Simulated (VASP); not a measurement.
# Lu (Fd-3m) in VASP: notebook

The runs below take Lu through single point, with RPBE.

Program: VASP 6.6.1. These are calculated values, not measurements. Logs are shortened: lines on timing, memory, paths and dates and some standing lists are left out, and cuts for length are marked.

## (1) The cell of the first run

It takes space group Fd-3m (No. 227, cubic). The conventional cell has a = 7.256 Å, b = 7.256 Å, c = 7.256 Å, α = 90.00°, β = 90.00°, γ = 90.00°. Lu (site symmetry -43m) has 4 Lu at 3.14 Å within 4.1 Å.

This isn't the form of Lu at room conditions, which is hcp.

## (2) Single point, RPBE (47.75 Å³/atom)

INCAR reads:

```
PREC = Accurate ; ENCUT = 520
EDIFF = 1E-7 ; ISMEAR = -1
SIGMA = 0.1 ; LREAL = False
LASPH = True ; NELM = 60
ALGO = Normal ; ISIF = 2
LWAVE = False ; LCHARG = True
GGA = RP ; LELF = True
LVHAR = True ; NBANDS = 32
```

KPOINTS reads:

```
Automatic mesh
0
Gamma
  8 8 8
```

POSCAR reads:

```
Lu
1.0
    0.0000000000      3.6280270113      3.6280270113
    3.6280270113      0.0000000000      3.6280270113
    3.6280270113      3.6280270113      0.0000000000
Lu
2
Direct
    0.1250000000      0.1250000000      0.1250000000
    0.8750000000      0.8750000000      0.8750000000
```

Potentials or basis: VASP PAW PBE potentials, release 64 (Lu).

Run with:

```
> cat potpaw_PBE.64/Lu/POTCAR > POTCAR
> mpirun -np 1 vasp_std > vasp.out
```

OUTCAR:

```text
PREC = Accurate
   ENCUT = 520
   EDIFF = 1E-7
   ISMEAR = -1
   LREAL = False
   LASPH = True
   NELM = 60
   ISIF = 2
   GGA = RP

 ion  position               nearest neighbor table
   1  0.125  0.125  0.125-   2 3.14   2 3.14   2 3.14   2 3.14
   2  0.875  0.875  0.875-   1 3.14   1 3.14   1 3.14   1 3.14

  LATTYP: Found a face centered cubic cell.
 ALAT       =     7.2560540226

  Lattice vectors:

 A1 = (   0.0000000000,   3.6280270113,   3.6280270113)
 A2 = (   3.6280270113,   0.0000000000,   3.6280270113)
 A3 = (   3.6280270113,   3.6280270113,   0.0000000000)

Analysis of symmetry for initial positions (statically):
=====================================================================
 Subroutine PRICEL returns:
 Original cell was already a primitive cell.

 Routine SETGRP: Setting up the symmetry group for a
 face centered cubic supercell.

 Subroutine GETGRP returns: Found 48 space group operations
 (whereof 12 operations were pure point group operations)
 out of a pool of 48 trial point group operations.

The static configuration has the point symmetry D_3d.
 The point group associated with its full space group is O_h .

Analysis of symmetry for dynamics (positions and initial velocities):
=====================================================================
 Subroutine PRICEL returns:
 Original cell was already a primitive cell.

 Routine SETGRP: Setting up the symmetry group for a
 face centered cubic supercell.

 Subroutine GETGRP returns: Found 48 space group operations
 (whereof 12 operations were pure point group operations)
 out of a pool of 48 trial point group operations.

The dynamic configuration has the point symmetry D_3d.
 The point group associated with its full space group is O_h .

 Subroutine INISYM returns: Found 48 space group operations
 (whereof 12 operations are pure point group operations),
 and found     1 'primitive' translations

----------------------------------------------------------------------------------------

                                     Primitive cell

  volume of cell :      95.5084

  direct lattice vectors                    reciprocal lattice vectors
     0.000000000  3.628027011  3.628027011    -0.137815953  0.137815953  0.137815953
     3.628027011  0.000000000  3.628027011     0.137815953 -0.137815953  0.137815953
     3.628027011  3.628027011  0.000000000     0.137815953  0.137815953 -0.137815953

  length of vectors
     5.130805004  5.130805004  5.130805004     0.238704233  0.238704233  0.238704233

  position of ions in fractional coordinates (direct lattice)
     0.125000000  0.125000000  0.125000000
     0.875000000  0.875000000  0.875000000

  ion indices of the primitive-cell ions
   primitive index   ion index
                 1           1
                 2           2

----------------------------------------------------------------------------------------

 KPOINTS: Automatic mesh

Automatic generation of k-mesh.
 Grid dimensions read from file:
 generate k-points for:    8    8    8

 Generating k-lattice:

  Cartesian coordinates                     Fractional coordinates (reciprocal lattice)
    -0.017226994  0.017226994  0.017226994     0.125000000  0.000000000  0.000000000
     0.017226994 -0.017226994  0.017226994     0.000000000  0.125000000  0.000000000
     0.017226994  0.017226994 -0.017226994     0.000000000  0.000000000  0.125000000

  Length of vectors
     0.029838029  0.029838029  0.029838029

  Shift w.r.t. Gamma in fractional coordinates (k-lattice)
     0.000000000  0.000000000  0.000000000

 Subroutine IBZKPT returns following result:
 ===========================================

 Found     29 irreducible k-points:

 Following reciprocal coordinates:
            Coordinates               Weight
  0.000000  0.000000  0.000000      1.000000
  0.125000  0.000000  0.000000      8.000000
  0.250000  0.000000  0.000000      8.000000
  0.375000  0.000000  0.000000      8.000000
  0.500000  0.000000  0.000000      4.000000
  0.125000  0.125000  0.000000      6.000000
[... 16 lines left out ...]
  0.500000  0.250000  0.125000     48.000000
 -0.375000  0.250000  0.125000     24.000000
 [... further k-points ...]
   k-points           NKPTS =     29   k-points in BZ     NKDIM =     29   number of bands    NBANDS=     32
   number of dos      NEDOS =    301   number of ions     NIONS =      2
   total plane-waves  NPLWV =  64000
   dimension x,y,z NGX =    40 NGY =   40 NGZ =   40
   dimension x,y,z NGXF=    80 NGYF=   80 NGZF=   80
   ions per type =               2
   NGX,Y,Z   is equivalent  to a cutoff of  12.96, 12.96, 12.96 a.u.
   NGXF,Y,Z  is equivalent  to a cutoff of  25.92, 25.92, 25.92 a.u.
 SYSTEM =  unknown system
   PREC   = accura    normal or accurate (medium, high low for compatibility)
   ISTART =      0    job   : 0-new  1-cont  2-samecut
   ICHARG =      2    charge: 1-file 2-atom 10-const
   ISPIN  =      1    spin polarized calculation?
   LNONCOLLINEAR =      F non collinear calculations
   LSORBIT =      F    spin-orbit coupling
   LASPH  =      T    aspherical Exc in radial PAW
   ENCUT  =  520.0 eV  38.22 Ry    6.18 a.u.   9.54  9.54  9.54*2*pi/ulx,y,z
   NELM   =     60;   NELMIN=  2; NELMDL= -5     # of ELM steps
   EDIFF  = 0.1E-06   stopping-criterion for ELM
   LREAL  =      F    real-space projection
   EDIFFG = 0.1E-05   stopping-criterion for IOM
   NSW    =      0    number of steps for IOM
   IBRION =     -1    ionic relax: 0-MD 1-quasi-New 2-CG
   NFREE  =      0    steps in history (QN), initial steepest desc. (CG)
   ISIF   =      2    stress and relaxation
   ISYM   =      2    0-nonsym 1-usesym 2-fastsym
   POTIM  = 0.5000    time-step for ionic-motion
   TEBEG  =    0.0;   TEEND  =   0.0 temperature during run
   PSTRESS=    0.0 pullay stress
   NELECT =      50.0000    total number of electrons
   NUPDOWN=      -1.0000    fix difference up-down
   EMIN   =  10.00;   EMAX   =-10.00  energy-range for DOS
   EFERMI =   0.00;   METHOD = LEGACY
   ISMEAR =    -1;   SIGMA  =   0.10  broadening in eV -4-tet -1-fermi 0-gaus
   EFERMI_NEDOS =   21; number of points for ismear=-14 and -15
   IALGO  =     38    algorithm
   IMIX   =      4    mixing-type and parameters
     AMIX     =   0.40;   BMIX     =  1.00
     AMIX_MAG =   1.60;   BMIX_MAG =  1.00
  volume/ion in A,a.u.               =      47.75       322.26
  Fermi-wavevector in a.u.,A,eV,Ry     =   1.319424  2.493349 23.686100  1.740879
  Thomas-Fermi vector in A             =   2.449323
   LORBIT       =      0    0 simple, 1 ext, 2 COOP (PROOUT), +10 PAW based schemes
   GGA     = RP    functional components
   LHFCALC =     F    Hartree Fock is set to
   AEXX    =    0.0000 exact exchange contribution
   IVDW    =     0    specifies the selected vdW correction
   LEPSILON=     F    determine dielectric tensor
   LRPA    =     F    only Hartree local field effects (RPA)
 non-spin polarized calculation
  energy-cutoff  :      520.00
  volume of cell :       95.51
 maximum number of plane-waves:      2637
 NGX is ok and might be reduce to    40
   NGX = 19   NGY = 19   NGZ = 19

 number of electron      50.0000015 magnetization

 Free energy of the ion-electron system (eV)
  ---------------------------------------------------
  ext. energy  EPLUGINS =         0.00000000
  ---------------------------------------------------
  free energy    TOTEN  =        -4.51585467 eV

  energy without entropy =       -4.36540861  energy(sigma->0) =       -4.44063164

 E-fermi :   0.2591     XC(G=0):  -8.2151

 val. band max:        0.2493610606   @ k =  -0.3750   0.2500   0.0000
 cond. band min:       0.3046781998   @ k =  -0.2500   0.1250   0.0000
 fundamental gap:      0.0553171392
 Fermi energy:         0.2590845482

 k-point     1 :       0.0000    0.0000    0.0000
  band No.  band energies     occupation
      1     -56.9624      2.00000
      2     -56.8962      2.00000
      3     -27.7205      2.00000
      4     -27.7205      2.00000
      5     -27.7205      2.00000
      6     -27.4046      2.00000
[... 24 lines left out ...]
     31       2.1883      0.00000
     32       5.3620      0.00000

 k-point     2 :       0.1250    0.0000    0.0000
  band No.  band energies     occupation
      1     -56.9605      2.00000
      2     -56.8981      2.00000
      3     -27.7256      2.00000
      4     -27.7256      2.00000
      5     -27.7188      2.00000
      6     -27.4072      2.00000
[... 24 lines left out ...]
     31       2.1839      0.00000
     32       5.3112      0.00000

 k-point     3 :       0.2500    0.0000    0.0000
  band No.  band energies     occupation
      1     -56.9555      2.00000
      2     -56.9032      2.00000
      3     -27.7371      2.00000
      4     -27.7371      2.00000
      5     -27.7147      2.00000
      6     -27.4135      2.00000
[... 24 lines left out ...]
     31       2.2962      0.00000
     32       5.1178      0.00000

 k-point     4 :       0.3750    0.0000    0.0000
  band No.  band energies     occupation
      1     -56.9492      2.00000
      2     -56.9095      2.00000
      3     -27.7479      2.00000
      4     -27.7479      2.00000
      5     -27.7106      2.00000
      6     -27.4197      2.00000
[... 24 lines left out ...]
     31       2.6601      0.00000
     32       4.7008      0.00000

 k-point     5 :       0.5000    0.0000    0.0000
  band No.  band energies     occupation
      1     -56.9459      2.00000
      2     -56.9128      2.00000
      3     -27.7521      2.00000
      4     -27.7521      2.00000
      5     -27.7089      2.00000
      6     -27.4222      2.00000
[... 584 lines left out ...]
     31       2.6647      0.00000
     32       2.6647      0.00000

 k-point    22 :       0.3750    0.2500    0.1250
  band No.  band energies     occupation
      1     -56.9509      2.00000
      2     -56.9077      2.00000
      3     -27.7623      2.00000
      4     -27.7503      2.00000
      5     -27.6794      2.00000
      6     -27.4499      2.00000
[... 24 lines left out ...]
     31       2.4341      0.00000
     32       4.3302      0.00000

 k-point    23 :       0.5000    0.2500    0.1250
  band No.  band energies     occupation
      1     -56.9446      2.00000
      2     -56.9140      2.00000
      3     -27.7761      2.00000
      4     -27.7598      2.00000
      5     -27.6599      2.00000
      6     -27.4704      2.00000
[... 24 lines left out ...]
     31       2.8701      0.00000
     32       3.8561      0.00000

 k-point    24 :      -0.3750    0.2500    0.1250
  band No.  band energies     occupation
      1     -56.9410      2.00000
      2     -56.9176      2.00000
      3     -27.7810      2.00000
      4     -27.7643      2.00000
      5     -27.6507      2.00000
      6     -27.4800      2.00000
[... 24 lines left out ...]
     31       2.8726      0.00000
     32       4.0593      0.00000

 [... further k-points ...]
[... 5 lines left out ...]
  --------------------------------------------------------------------------------------
  -------------------------------------------------------------------------------------
  Total        1.0028027      1.0028027      1.0028027      0.0000000      0.0000000      0.0000000
  in kB       16.8222674     16.8222674     16.8222674      0.0000000      0.0000000      0.0000000
  external PRESSURE =      16.8222674 kB  Pullay stress =       0.0000000 kB

 VOLUME and BASIS-vectors are now :
 -----------------------------------------------------------------------------
  energy-cutoff  :      520.00
  volume of cell :       95.51
      direct lattice vectors                 reciprocal lattice vectors
     0.000000000  3.628027011  3.628027011    -0.137815953  0.137815953  0.137815953
     3.628027011  0.000000000  3.628027011     0.137815953 -0.137815953  0.137815953
     3.628027011  3.628027011  0.000000000     0.137815953  0.137815953 -0.137815953

 POSITION                                       TOTAL-FORCE (eV/Angst)
 -----------------------------------------------------------------------------------
      0.90701      0.90701      0.90701        -0.000000      0.000000      0.000000
      6.34905      6.34905      6.34905         0.000000     -0.000000     -0.000000
 -----------------------------------------------------------------------------------
    total drift:                                0.000000      0.000000     -0.000000

  FREE ENERGIE OF THE ION-ELECTRON SYSTEM (eV)
  ---------------------------------------------------
  free  energy   TOTEN  =        -4.5158546665 eV

  energy  without entropy=       -4.3654086137  energy(sigma->0) =       -4.44063164
```

It took 2.8 min on 1 thread of Oxide Virtual Turin-like, shared host; peak memory 0.25 GiB.

Results:

```yaml
Free_energy: -4.5159 eV
Pressure: 1.7 GPa
Band_gap_on_the_k_mesh: zero (bands 25 and 26 overlap by 1.15 eV)
```

Caveat: the PAW data sets were made with another functional, which shifts forces and pressure a little; spin-orbit coupling is left out, which moves the levels of the heavy elements.

## (3) Single point, RPBE (49.92 Å³/atom)

This run uses another cell than the first one, of 49.92 Å³/atom.

INCAR reads:

```
SYSTEM = Lu
ALGO     = Normal         ! electronic algorithm
EDIFF    = 1E-6           ! SCF threshold, eV
ENCUT    = 520            ! plane-wave cutoff, eV
GGA      = RP             ! functional
ISIF     = 2              ! what is computed and relaxed
ISMEAR   = -1             ! smearing method
LASPH    = .True.         ! aspherical terms in the spheres
LCHARG   = .False.        ! write CHGCAR
LREAL    = .False.        ! projectors in reciprocal space
LWAVE    = .False.        ! write WAVECAR
NBANDS   = 32             ! bands
NELM     = 80             ! most SCF steps
PREC     = Accurate       ! precision mode
SIGMA    = 0.1            ! smearing width, eV
```

KPOINTS reads:

```
k-points
0
Gamma
  8 8 8
  0 0 0
```

POSCAR reads:

```
Lu
1.0
    0.0000000000      3.6821846527      3.6821846527
    3.6821846527      0.0000000000      3.6821846527
    3.6821846527      3.6821846527      0.0000000000
Lu
2
Direct
    0.1250000000      0.1250000000      0.1250000000
    0.8750000000      0.8750000000      0.8750000000
```

Potentials or basis: VASP PAW PBE potentials, release 64 (Lu).

Run with:

```
> cat potpaw_PBE.64/Lu/POTCAR > POTCAR
> mpirun -np 1 vasp_std > vasp.out
```

Wall time 1.8 min (1 thread of Oxide Virtual Turin-like, shared host); peak memory 0.25 GiB.

Results (log left out):

* Free energy: -4.5539 eV
* Pressure: 1.1 GPa
* Band gap on the k mesh: zero (bands 25 and 26 overlap by 1.07 eV)

Levels at points of the mesh, in eV from the Fermi level:
```csv
k point,band 20,band 21,band 22,band 23,band 24,band 25,band 26,band 27,band 28,band 29
"(0.00, 0.00, 0.00)",-5.86,-5.86,-5.86,-4.47,0.39,0.39,0.46,0.46,0.46,1.85
"(0.50, 0.00, 0.00)",-5.87,-5.86,-5.86,-2.88,-1.01,0.27,0.30,0.30,0.67,0.67
"(0.50, 0.50, 0.00)",-5.87,-5.87,-5.87,-1.53,-1.53,-0.54,-0.54,0.83,0.83,2.27
```

Caveat: the PAW data sets were made with another functional, which shifts forces and pressure a little; spin-orbit coupling is left out, which moves the levels of the heavy elements.

## (4) Single point, RPBE (52.10 Å³/atom)

This run uses another cell than the first one, of 52.10 Å³/atom.

INCAR reads:

```
  ALGO = Normal
  EDIFF = 1E-6
  ENCUT = 520
  GGA = RP
  ISIF = 2
  ISMEAR = -1
  LASPH = True
  LCHARG = True
  LELF = True
  LREAL = False
  LVHAR = True
  LWAVE = False
  NBANDS = 32
  NELM = 100
  PREC = Accurate
  SIGMA = 0.1
```

KPOINTS reads:

```
k-points
0
Gamma
  8 8 8
```

POSCAR reads:

```
Lu
1.0
    0.0000000000      3.7347943984      3.7347943984
    3.7347943984      0.0000000000      3.7347943984
    3.7347943984      3.7347943984      0.0000000000
Lu
2
Direct
    0.1250000000      0.1250000000      0.1250000000
    0.8750000000      0.8750000000      0.8750000000
```

Run with:

```
> cat potpaw_PBE.64/Lu/POTCAR > POTCAR
> mpirun -np 1 vasp_std > vasp.out
```

Run time: 92 s. Hardware: 1 thread of Oxide Virtual Turin-like, shared host; peak memory 0.26 GiB.

It converged, with:

| Quantity | Value |
| --- | --- |
| Free energy | -4.5759 eV |
| Pressure | 0.6 GPa |
| Band gap on the k mesh | zero (bands 25 and 26 overlap by 0.98 eV) |

Levels at points of the mesh, in eV from the Fermi level:
```
           k point  band 21  band 22  band 23  band 24  band 25  band 26  band 27  band 28
(0.00, 0.00, 0.00)    -5.94    -5.93    -4.42     0.40     0.40     0.42     0.42     0.42
(0.50, 0.00, 0.00)    -5.94    -5.94    -2.90    -1.04     0.24     0.31     0.31     0.63
(0.50, 0.50, 0.00)    -5.95    -5.95    -1.60    -1.60    -0.50    -0.50     0.78     0.78
```

Caveat: the PAW data sets were made with another functional, which shifts forces and pressure a little; spin-orbit coupling is left out, which moves the levels of the heavy elements.

## (5) Single point, RPBE (54.27 Å³/atom)

This run uses another cell than the first one, of 54.27 Å³/atom.

INCAR reads:

```
PREC = Accurate
ENCUT = 520
EDIFF = 1E-6
ISMEAR = -1
SIGMA = 0.1
LREAL = False
LASPH = True
NELM = 80
ALGO = Normal
ISIF = 2
LWAVE = False
LCHARG = False
GGA = RP
NBANDS = 32
```

KPOINTS reads:

```
regular mesh
0
Gamma
  8 8 8
```

POSCAR reads:

```
Lu
1.0
    0.0000000000      3.7859623238      3.7859623238
    3.7859623238      0.0000000000      3.7859623238
    3.7859623238      3.7859623238      0.0000000000
Lu
2
Direct
    0.1250000000      0.1250000000      0.1250000000
    0.8750000000      0.8750000000      0.8750000000
```

Run with:

```
> cat potpaw_PBE.64/Lu/POTCAR > POTCAR
> mpirun -np 1 vasp_std > vasp.out
```

Run time: 1.8 min. Hardware: 1 thread of Oxide Virtual Turin-like, shared host; peak memory 0.26 GiB.

The run converged. Its results:

* Free energy: -4.5835 eV
* Pressure: 0.1 GPa
* Band gap on the k mesh: zero (bands 25 and 26 overlap by 0.90 eV)

Levels at points of the mesh, in eV from the Fermi level:
```tsv
k point	band 21	band 22	band 23	band 24	band 25	band 26	band 27	band 28
(0.00, 0.00, 0.00)	-6.01	-6.01	-4.37	0.38	0.38	0.38	0.40	0.40
(0.50, 0.00, 0.00)	-6.01	-6.01	-2.91	-1.07	0.22	0.32	0.32	0.59
(0.50, 0.50, 0.00)	-6.02	-6.02	-1.66	-1.66	-0.46	-0.46	0.73	0.73
```

Caveat: the PAW data sets were made with another functional, which shifts forces and pressure a little; spin-orbit coupling is left out, which moves the levels of the heavy elements.

## (6) Single point, RPBE (56.44 Å³/atom)

This run uses another cell than the first one, of 56.44 Å³/atom.

INCAR reads:

```
SYSTEM = Lu
PREC = Accurate
ENCUT = 520
EDIFF = 1E-7
ISMEAR = -1
SIGMA = 0.1
LREAL = .False.
LASPH = .True.
NELM = 100
ALGO = Normal
ISIF = 2
LWAVE = .False.
LCHARG = .False.
GGA = RP
NBANDS = 32
```

KPOINTS reads:

```
regular mesh
0
Gamma
  8 8 8
  0 0 0
```

POSCAR reads:

```
Lu
1.0
    0.0000000000      3.8357833309      3.8357833309
    3.8357833309      0.0000000000      3.8357833309
    3.8357833309      3.8357833309      0.0000000000
Lu
2
Direct
    0.1250000000      0.1250000000      0.1250000000
    0.8750000000      0.8750000000      0.8750000000
```

Potentials or basis: VASP PAW PBE potentials, release 64 (Lu).

Run with:

```
> cat potpaw_PBE.64/Lu/POTCAR > POTCAR
> mpirun -np 1 vasp_std > vasp.out
```

It took 2 min on 1 thread of Oxide Virtual Turin-like, shared host; peak memory 0.26 GiB.

It converged, with:

```
Free energy            : -4.5783 eV
Pressure               : -0.5 GPa
Band gap on the k mesh : zero (bands 25 and 26 overlap by 0.82 eV)
```

Levels at points of the mesh, in eV from the Fermi level:
```tsv
k point	band 21	band 22	band 23	band 24	band 25	band 26	band 27	band 28
(0.00, 0.00, 0.00)	-6.09	-6.08	-4.32	0.34	0.34	0.34	0.40	0.40
(0.50, 0.00, 0.00)	-6.09	-6.09	-2.93	-1.10	0.21	0.32	0.32	0.55
(0.50, 0.50, 0.00)	-6.09	-6.09	-1.72	-1.72	-0.42	-0.42	0.68	0.68
```

Caveat: the PAW data sets were made with another functional, which shifts forces and pressure a little; spin-orbit coupling is left out, which moves the levels of the heavy elements.

## (7) The runs side by side

| cell | gap on the mesh (eV) | pressure (GPa) |
| --- | --- | --- |
| a = 5.131 Å, angles 60.0°, 2 atoms | none | 1.7 |
| a = 5.207 Å, angles 60.0°, 2 atoms | none | 1.1 |
| a = 5.282 Å, angles 60.0°, 2 atoms | none | 0.6 |
| a = 5.354 Å, angles 60.0°, 2 atoms | none | 0.1 |
| a = 5.425 Å, angles 60.0°, 2 atoms | none | -0.5 |

Alike in all rows: task single point; level RPBE; potentials or basis VASP PAW PBE potentials, release 64 (Lu); no spin polarisation; k mesh 8 × 8 × 8; cutoff (eV) 520; smearing fermi-dirac 0.1 eV.

Caveats: the PAW data sets were made with another functional, which shifts forces and pressure a little; spin-orbit coupling is left out, which moves the levels of the heavy elements.

Absolute energies hang on the potentials; compare differences alone.

The gap in the log of VASP goes by the Fermi energy; the results here count the filled bands.